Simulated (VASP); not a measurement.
Wanted: the native input for a VASP 6.6.1 run.

| Item | Value |
| --- | --- |
| Task | single point |
| Functional | HSE06 |
| Potentials or basis | VASP PAW PBE potentials, release 64 (Na_pv, Cl) |
| Cutoff | 400 eV |
| k mesh | 6 × 6 × 6 |
| Occupations | gaussian, width 0.01 eV |
| Spin | no spin polarisation |
| Dipole correction | no |
| Grid for exact exchange (PRECFOCK) | Normal |
| Further INCAR settings | ALGO = Normal; EDIFF = 1e-06; NBANDS = 14 |
| Share of exact exchange | 0.25 |
| Screening parameter | 0.2079 1/Å |

NaCl:

```xyz
2
Lattice="0.0000 2.8781 2.8781 2.8781 0.0000 2.8781 2.8781 2.8781 0.0000" Properties=species:S:1:pos:R:3 pbc="T T T"
Na    0.0000    0.0000    0.0000
Cl    2.8781    2.8781    2.8781
```

This cell differs from its parent crystal: strain +2.7%.

These files were run (other wordings do the same):

POSCAR

```
NaCl
1.0
    0.0000000000      2.8781254520      2.8781254520
    2.8781254520      0.0000000000      2.8781254520
    2.8781254520      2.8781254520      0.0000000000
Na Cl
1 1
Direct
    0.0000000000      0.0000000000      0.0000000000
    0.5000000000      0.5000000000      0.5000000000
```

INCAR.step1

```
SYSTEM = NaCl
PREC = Accurate
ENCUT = 400
EDIFF = 1E-5
ISMEAR = 0
SIGMA = 0.01
LREAL = .False.
LASPH = .True.
NELM = 120
ALGO = Normal
ISIF = 2
LWAVE = .True.
LCHARG = .False.
GGA = PE
NBANDS = 14
GGA_COMPAT = .False.
```

INCAR.step2

```
SYSTEM = NaCl
PREC = Accurate
ENCUT = 400
EDIFF = 1E-6
ISMEAR = 0
SIGMA = 0.01
LREAL = .False.
LASPH = .True.
NELM = 120
ALGO = Normal
ISIF = 2
LWAVE = .False.
LCHARG = .False.
GGA = PE
LHFCALC = .True.
HFSCREEN = 0.2079
PRECFOCK = Normal
ISTART = 1
NBANDS = 14
GGA_COMPAT = .False.
```

KPOINTS

```
regular mesh
0
Gamma
  6 6 6
  0 0 0
```

Potentials or basis: VASP PAW PBE potentials, release 64 (Na_pv, Cl).

Run with:

```bash
$ cat potpaw_PBE.64/Na_pv/POTCAR potpaw_PBE.64/Cl/POTCAR > POTCAR
$ cp INCAR.step1 INCAR
$ mpirun -np 1 vasp_std > vasp.out
$ cp INCAR.step2 INCAR
$ mpirun -np 1 vasp_std > vasp.out
```

Results of the run:

```yaml
Pressure: -1.3 GPa
Band_gap_on_the_k_mesh: 6.23 eV
```

Caveat: the cell differs from its parent crystal (strain +2.7%); the PAW data sets were made with another functional, which shifts forces and pressure a little.

It took 17 min on 1 thread of Intel Xeon 8259CL, with other jobs on the host, peak memory 0.26 GiB.
